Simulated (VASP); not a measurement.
Wanted: the native input for a VASP 6.6.1 run.

```
Task                   : single point
Functional             : r2SCAN
Potentials or basis    : VASP PAW PBE potentials, release 64 (Al, O)
Cutoff                 : 660 eV
k mesh                 : 12 × 12 × 12
Occupations            : fermi-dirac, width 0.1 eV
Spin                   : no spin polarisation
Dipole correction      : no
Further INCAR settings : ALGO = Normal; EDIFF = 1e-06; NBANDS = 14
```

The system is AlO2 (fluorite type).

```xyz
3
Lattice="0.0000 2.3682 2.3682 2.3682 0.0000 2.3682 2.3682 2.3682 0.0000" Properties=species:S:1:pos:R:3 pbc="T T T"
Al    0.0000    0.0000    0.0000
O     1.1841    1.1841    1.1841
O     3.5523    3.5523    3.5523
```

The input as run:

POSCAR

```
AlO2
1.0
    0.0000000000      2.3682237065      2.3682237065
    2.3682237065      0.0000000000      2.3682237065
    2.3682237065      2.3682237065      0.0000000000
Al O
1 2
Direct
    0.0000000000      0.0000000000      0.0000000000
    0.2500000000      0.2500000000      0.2500000000
    0.7500000000      0.7500000000      0.7500000000
```

INCAR.step1

```
  PREC = Accurate
  ENCUT = 660
  ISMEAR = -1
  SIGMA = 0.1
  LREAL = False
  LASPH = True
  NELM = 120
  NBANDS = 14
  GGA = PE
  ALGO = Normal
  EDIFF = 1E-5
  LWAVE = True
  LCHARG = False
  GGA_COMPAT = False
```

INCAR.step2

```
  PREC = Accurate
  ENCUT = 660
  EDIFF = 1E-6
  ISMEAR = -1
  SIGMA = 0.1
  LREAL = False
  LASPH = True
  NELM = 120
  ALGO = Normal
  ISIF = 2
  LWAVE = False
  LCHARG = False
  METAGGA = R2SCAN
  LMIXTAU = True
  NBANDS = 14
  ISTART = 1
  GGA_COMPAT = False
```

KPOINTS

```
Automatic mesh
0
Gamma
  12 12 12
```

Potentials or basis: VASP PAW PBE potentials, release 64 (Al, O).

Run with:

```bash
$ cat potpaw_PBE.64/Al/POTCAR potpaw_PBE.64/O/POTCAR > POTCAR
$ cp INCAR.step1 INCAR
$ mpirun -np 1 vasp_std > vasp.out
$ cp INCAR.step2 INCAR
$ mpirun -np 1 vasp_std > vasp.out
```

Results of the run:

```
Pressure : -9.7 GPa
```

Caveat: the PAW data sets were made with another functional, which shifts forces and pressure a little; an odd number of electrons without spin polarisation forces a metal; a magnetic or distorted state may lie lower.

It took 2.1 min on 1 thread of Intel Xeon 6975P-C, on a shared host, peak memory 0.18 GiB.
